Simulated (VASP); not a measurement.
# TaSi2 (C222) in VASP: notebook

TaSi2 is run at these levels: PBEsol; tasks: single point.

All numbers are computed with VASP 6.6.1; they aren't measurements. Logs are shortened: lines on timing, memory, paths and dates and some standing lists are left out, and cuts for length are marked.

**1. The cell of the first run**

Symmetry: C222, No. 21, orthorhombic system. Conventional cell: a = 4.761 Å, b = 8.246 Å, c = 16.112 Å, α = 90.00°, β = 90.00°, γ = 90.00°. Ta (site symmetry 2) has 10 Si at 2.60 to 2.81 Å and 4 Ta at 3.23 Å within 3.4 Å. Ta (site symmetry 2) has 8 Si at 2.60 to 2.81 Å and 2 Ta at 3.23 Å within 3.4 Å. Ta (site symmetry 2) has 10 Si at 2.60 to 2.81 Å and 4 Ta at 3.23 Å within 3.4 Å. Si (site symmetry 1) has 9 Si at 2.55 to 3.31 Å and 5 Ta at 2.60 to 2.81 Å within 3.4 Å. Si (site symmetry 1) has 6 Si at 2.55 to 3.31 Å and 4 Ta at 2.60 to 2.81 Å within 3.4 Å. Si (site symmetry 1) has 9 Si at 2.55 to 3.31 Å and 5 Ta at 2.60 to 2.81 Å within 3.4 Å.

**2. Single point, PBEsol (the distance across one plane changed)**

Contents of INCAR:

```
PREC = Accurate
ENCUT = 520
EDIFF = 1E-6
ISMEAR = 0
SIGMA = 0.15
LREAL = Auto
LASPH = T
NELM = 80
ALGO = Normal
ISIF = 2
LWAVE = F
LCHARG = F
GGA = PS
NBANDS = 72
```

Contents of KPOINTS:

```
regular mesh
0
Gamma
  9 9 3
```

Contents of POSCAR:

```
TaSi2
1.0
   -4.7609902395      0.0000000000      0.0000000000
   -2.3804951198     -4.1231384946      0.0000000000
    0.0000000000      0.0000000000     16.1122860716
Ta Si
6 12
Direct
    0.5000000000      0.0000000000      0.2034516706
    0.5000000000      0.0000000000      0.6103550117
    0.0000000000      0.5000000000      0.0678172235
    0.0000000000      0.5000000000      0.4747205647
    0.5000000000      0.5000000000      0.7459894587
    0.5000000000      0.5000000000      0.3390861176
    0.1592827539      0.6814344921      0.2034516706
    0.1592827539      0.6814344921      0.6103550117
    0.3185655079      0.8407172461      0.0678172235
    0.3185655079      0.8407172461      0.4747205647
    0.1592827539      0.1592827539      0.7459894587
    0.1592827539      0.1592827539      0.3390861176
    0.8407172461      0.3185655079      0.2034516706
    0.8407172461      0.3185655079      0.6103550117
    0.6814344921      0.1592827539      0.0678172235
    0.6814344921      0.1592827539      0.4747205647
    0.8407172461      0.8407172461      0.7459894587
    0.8407172461      0.8407172461      0.3390861176
```

Potentials or basis: VASP PAW PBE potentials, release 64 (Ta_pv, Si).

Command:

```
$ cat potpaw_PBE.64/Ta_pv/POTCAR potpaw_PBE.64/Si/POTCAR > POTCAR
$ mpirun -np 1 vasp_std > vasp.out
```

OUTCAR:

```text
PREC = Accurate
   ENCUT = 520
   EDIFF = 1E-6
   ISMEAR = 0
   LREAL = Auto
   LASPH = T
   NELM = 80
   ISIF = 2
   GGA = PS

 ion  position               nearest neighbor table
   1  0.500  0.000  0.203-  12 2.60  18 2.60  15 2.60   9 2.60   7 2.72  13 2.72  13 2.72   7 2.72
                            13 2.81   7 2.81   6 3.23   6 3.23   3 3.23   3 3.23
   2  0.500  0.000  0.610-  10 2.60  16 2.60  11 2.60  17 2.60   8 2.72  14 2.72  14 2.72   8 2.72
                            14 2.81   8 2.81   4 3.23   4 3.23   5 3.23   5 3.23
   3  0.000  0.500  0.068-   7 2.60  13 2.60  15 2.72   9 2.72  15 2.72   9 2.72  15 2.81   9 2.81
                             1 3.23   1 3.23
   4  0.000  0.500  0.475-   8 2.60  14 2.60  12 2.60  18 2.60  16 2.72  10 2.72  10 2.72  16 2.72
                            16 2.81  10 2.81   2 3.23   2 3.23   6 3.23   6 3.23
   5  0.500  0.500  0.746-   8 2.60  14 2.60  11 2.72  17 2.72  17 2.72  11 2.72  11 2.81  17 2.81
                             2 3.23   2 3.23
   6  0.500  0.500  0.339-   7 2.60  13 2.60  10 2.60  16 2.60  12 2.72  18 2.72  18 2.72  12 2.72
                            12 2.81  18 2.81   1 3.23   1 3.23   4 3.23   4 3.23
   7  0.159  0.681  0.203-  18 2.55   9 2.55   6 2.60   3 2.60  13 2.63   1 2.72   1 2.72   1 2.81
                            13 2.81  13 2.81
   8  0.159  0.681  0.610-  17 2.55  10 2.55   4 2.60   5 2.60  14 2.63   2 2.72   2 2.72   2 2.81
                            14 2.81  14 2.81
   9  0.319  0.841  0.068-   7 2.55   1 2.60  15 2.63   3 2.72   3 2.72   3 2.81  15 2.81  15 2.81
[... 17 lines left out ...]
  18  0.841  0.841  0.339-   7 2.55  16 2.55   1 2.60   4 2.60  12 2.63   6 2.72   6 2.72   6 2.81
                            12 2.81  12 2.81

  LATTYP: Found a hexagonal cell.
 ALAT       =     4.7609902395
 C/A-ratio  =     3.3842300154

  Lattice vectors:

 A1 = (   2.3804951198,   4.1231384946,   0.0000000000)
 A2 = (  -4.7609902395,   0.0000000000,   0.0000000000)
 A3 = (   0.0000000000,   0.0000000000,  16.1122860716)

Analysis of symmetry for initial positions (statically):
=====================================================================
 Subroutine PRICEL returns:
 Original cell was already a primitive cell.

 Routine SETGRP: Setting up the symmetry group for a
 hexagonal supercell.

 Subroutine GETGRP returns: Found  4 space group operations
 (whereof  2 operations were pure point group operations)
 out of a pool of 24 trial point group operations.

The static configuration has the point symmetry C_2 .
 The point group associated with its full space group is D_2 .

Analysis of symmetry for dynamics (positions and initial velocities):
[... 150 lines left out ...]
   ISIF   =      2    stress and relaxation
   ISYM   =      2    0-nonsym 1-usesym 2-fastsym
   POTIM  = 0.5000    time-step for ionic-motion
   TEBEG  =    0.0;   TEEND  =   0.0 temperature during run
   PSTRESS=    0.0 pullay stress
   NELECT =     114.0000    total number of electrons
   NUPDOWN=      -1.0000    fix difference up-down
   EMIN   =  10.00;   EMAX   =-10.00  energy-range for DOS
   EFERMI =   0.00;   METHOD = LEGACY
   ISMEAR =     0;   SIGMA  =   0.15  broadening in eV -4-tet -1-fermi 0-gaus
   EFERMI_NEDOS =   21; number of points for ismear=-14 and -15
   IALGO  =     38    algorithm
   IMIX   =      4    mixing-type and parameters
     AMIX     =   0.40;   BMIX     =  1.00
     AMIX_MAG =   1.60;   BMIX_MAG =  1.00
  volume/ion in A,a.u.               =      17.57       118.58
  Fermi-wavevector in a.u.,A,eV,Ry     =   1.165062  2.201648 18.468129  1.357369
  Thomas-Fermi vector in A             =   2.301592
   LORBIT       =      0    0 simple, 1 ext, 2 COOP (PROOUT), +10 PAW based schemes
   GGA     = PS    functional components
   LHFCALC =     F    Hartree Fock is set to
   AEXX    =    0.0000 exact exchange contribution
   IVDW    =     0    specifies the selected vdW correction
   LEPSILON=     F    determine dielectric tensor
   LRPA    =     F    only Hartree local field effects (RPA)
 non-spin polarized calculation
 Gauss-broadening in eV      SIGMA  =   0.15
  energy-cutoff  :      520.00
  volume of cell :      316.29
 maximum number of plane-waves:      8549
   NGX = 17   NGY = 17   NGZ = 59

 number of electron     113.9999999 magnetization

 Free energy of the ion-electron system (eV)
  ---------------------------------------------------
  ext. energy  EPLUGINS =         0.00000000
  ---------------------------------------------------
  free energy    TOTEN  =      -148.20419457 eV

  energy without entropy =     -148.06263331  energy(sigma->0) =     -148.13341394

 E-fermi :   6.9087     XC(G=0): -10.8007

 val. band max:        6.9029688031   @ k =   0.2222   0.1111   0.0000
 cond. band min:       6.9089855596   @ k =   0.2222   0.4444   0.3333
 fundamental gap:      0.0060167565
 Fermi energy:         6.9086602225

 k-point     1 :       0.0000    0.0000    0.0000
  band No.  band energies     occupation
      1     -27.6985      2.00000
      2     -27.6984      2.00000
      3     -27.4397      2.00000
      4     -27.4395      2.00000
      5     -27.4112      2.00000
      6     -27.4112      2.00000
[... 1717 lines left out ...]
     68       9.5336      0.00000
     69       9.5928      0.00000

 [... further k-points ...]

 [bands above 69 left out]

------------------------ aborting loop because EDIFF is reached ----------------------------------------

  FORCE on cell =-STRESS in cart. coord.  units (eV):
  Direction    XX          YY          ZZ          XY          YZ          ZX
  --------------------------------------------------------------------------------------
  -------------------------------------------------------------------------------------
  Total       -8.0034802     -9.8147233     -0.7405833     -0.0000000      0.0000000      0.0000000
  in kB      -40.5421781    -49.7171546     -3.7514754     -0.0000000      0.0000000      0.0000000
  external PRESSURE =     -31.3369361 kB  Pullay stress =       0.0000000 kB

 VOLUME and BASIS-vectors are now :
 -----------------------------------------------------------------------------
  energy-cutoff  :      520.00
  volume of cell :      316.29
      direct lattice vectors                 reciprocal lattice vectors
    -4.760990239  0.000000000  0.000000000    -0.210040338  0.121266846  0.000000000
    -2.380495120 -4.123138495  0.000000000     0.000000000 -0.242533692  0.000000000
     0.000000000  0.000000000 16.112286072     0.000000000  0.000000000  0.062064439

 POSITION                                       TOTAL-FORCE (eV/Angst)
 -----------------------------------------------------------------------------------
     -2.38050      0.00000      3.27807        -0.000000      0.000000      0.469187
     -2.38050      0.00000      9.83421        -0.000000      0.000000     -0.469187
     -1.19025     -2.06157      1.09269        -0.000000      0.000000      1.145386
     -1.19025     -2.06157      7.64883        -0.000000      0.000000      0.004046
     -3.57074     -2.06157     12.01960        -0.000000      0.000000     -1.145386
     -3.57074     -2.06157      5.46345        -0.000000      0.000000     -0.004046
[... 10 lines left out ...]
     -6.00397     -3.46639     12.01960         0.323463      0.263557      0.589163
     -6.00397     -3.46639      5.46345         0.024519      0.067037     -0.044077
 -----------------------------------------------------------------------------------
    total drift:                               -0.000000     -0.000000     -0.000011

  FREE ENERGIE OF THE ION-ELECTRON SYSTEM (eV)
  ---------------------------------------------------
  free  energy   TOTEN  =      -148.2041945658 eV

  energy  without entropy=     -148.0626333134  energy(sigma->0) =     -148.13341394
```

OSZICAR:

```text
N       E                     dE             d eps       ncg     rms          rms(c)
DAV:   1     0.809830609696E+03    0.80983E+03   -0.55994E+04  7528   0.147E+03
DAV:   2    -0.105707620079E+03   -0.91554E+03   -0.88567E+03  8280   0.367E+02
DAV:   3    -0.154338499398E+03   -0.48631E+02   -0.46871E+02  9168   0.725E+01
[... 11 lines left out ...]
DAV:  15    -0.148204105754E+03   -0.17889E-03   -0.66347E-04  8016   0.918E-02    0.297E-02
DAV:  16    -0.148204164035E+03   -0.58281E-04   -0.86119E-05  9016   0.314E-02    0.206E-02
DAV:  17    -0.148204188174E+03   -0.24139E-04   -0.41992E-05  7896   0.221E-02    0.916E-03
DAV:  18    -0.148204193057E+03   -0.48833E-05   -0.62703E-06  7384   0.777E-03    0.499E-03
DAV:  19    -0.148204194590E+03   -0.15329E-05   -0.52949E-06  6592   0.761E-03    0.209E-03
DAV:  20    -0.148204194566E+03    0.24083E-07   -0.38032E-07  5136   0.235E-03
   1 F= -.14820419E+03 E0= -.14813341E+03  d E =-.141561E+00
```

It took 87 min on 1 thread of Intel Xeon 8259CL, shared host; peak memory 0.83 GiB.

What came out:

```yaml
Free_energy: -148.2042 eV
Pressure: -3.1 GPa
Largest_force: 1.145 eV/Å
Band_gap_on_the_k_mesh: zero (bands 57 and 58 overlap by 0.38 eV)
```

Forces in eV/Å, atoms in the order of the input:
```
Ta   0.000  0.000  0.469
Ta   0.000  0.000 -0.469
Ta   0.000  0.000  1.145
Ta   0.000  0.000  0.004
Ta   0.000  0.000 -1.145
Ta   0.000  0.000 -0.004
Si   0.272  0.075 -0.318
Si  -0.272  0.075  0.318
Si  -0.323  0.264 -0.589
Si  -0.025  0.067  0.044
Si  -0.323 -0.264  0.589
Si  -0.025 -0.067 -0.044
Si  -0.272 -0.075 -0.318
Si   0.272 -0.075  0.318
Si   0.323 -0.264 -0.589
Si   0.025 -0.067  0.044
Si   0.323  0.264  0.589
Si   0.025  0.067 -0.044
```

Caveat: the cell differs from its parent crystal (the distance across one plane changed); the cell stands under tension; the PAW data sets were made with another functional, which shifts forces and pressure a little; spin-orbit coupling is left out, which moves the levels of the heavy elements.

**3. Single point, PBEsol (the distance across one plane changed)**

INCAR is that of step 2.

KPOINTS is that of step 2.

Contents of POSCAR:

```
TaSi2
1.0
   -4.7609902395      0.0000000000      0.0000000000
   -2.3804951198     -4.1231384946      0.0000000000
    0.0000000000      0.0000000000     13.6122860716
Ta Si
6 12
Direct
    0.5000000000      0.0000000000      0.2408171192
    0.5000000000      0.0000000000      0.7224513577
    0.0000000000      0.5000000000      0.0802723731
    0.0000000000      0.5000000000      0.5619066115
    0.5000000000      0.5000000000      0.8829961038
    0.5000000000      0.5000000000      0.4013618654
    0.1592827539      0.6814344921      0.2408171192
    0.1592827539      0.6814344921      0.7224513577
    0.3185655079      0.8407172461      0.0802723731
    0.3185655079      0.8407172461      0.5619066115
    0.1592827539      0.1592827539      0.8829961038
    0.1592827539      0.1592827539      0.4013618654
    0.8407172461      0.3185655079      0.2408171192
    0.8407172461      0.3185655079      0.7224513577
    0.6814344921      0.1592827539      0.0802723731
    0.6814344921      0.1592827539      0.5619066115
    0.8407172461      0.8407172461      0.8829961038
    0.8407172461      0.8407172461      0.4013618654
```

Potentials or basis: VASP PAW PBE potentials, release 64 (Ta_pv, Si).

Command:

```
$ cat potpaw_PBE.64/Ta_pv/POTCAR potpaw_PBE.64/Si/POTCAR > POTCAR
$ mpirun -np 1 vasp_std > vasp.out
```

It took 52 min on 1 thread of Intel Xeon 8259CL, shared host; peak memory 0.73 GiB.

The run converged. Its results:

```
Free energy            : -153.1052 eV
Pressure               : -4.1 GPa
Largest force          : 1.546 eV/Å
Band gap on the k mesh : zero (bands 57 and 58 overlap by 0.69 eV)
```

Forces on the atoms (eV/Å):
```
Ta   0.000  0.000 -0.028
Ta   0.000  0.000  0.028
Ta   0.000  0.000 -1.546
Ta   0.000  0.000  0.120
Ta   0.000  0.000  1.546
Ta   0.000  0.000 -0.120
Si   0.152  0.086 -0.169
Si  -0.152  0.086  0.169
Si   0.083  0.459 -1.455
Si   0.013  0.041  0.030
Si   0.083 -0.459  1.455
Si   0.013 -0.041 -0.030
Si  -0.152 -0.086 -0.169
Si   0.152 -0.086  0.169
Si  -0.083 -0.459 -1.455
Si  -0.013 -0.041  0.030
Si  -0.083  0.459  1.455
Si  -0.013  0.041 -0.030
```

Stress tensor (GPa, compression positive):
```
-1.54  0.00  0.00
 0.00 -2.48  0.00
 0.00  0.00 -8.36
```

Levels at points of the mesh, in eV from the Fermi level:
```tsv
k point	band 55	band 56	band 57	band 58	band 59	band 60
(0.00, 0.00, 0.00)	-1.44	-1.32	-0.80	0.51	0.84	1.02
```

Caveat: the cell differs from its parent crystal (the distance across one plane changed); the stress differs along the axes, from -8 to -2 GPa; the PAW data sets were made with another functional, which shifts forces and pressure a little; spin-orbit coupling is left out, which moves the levels of the heavy elements.
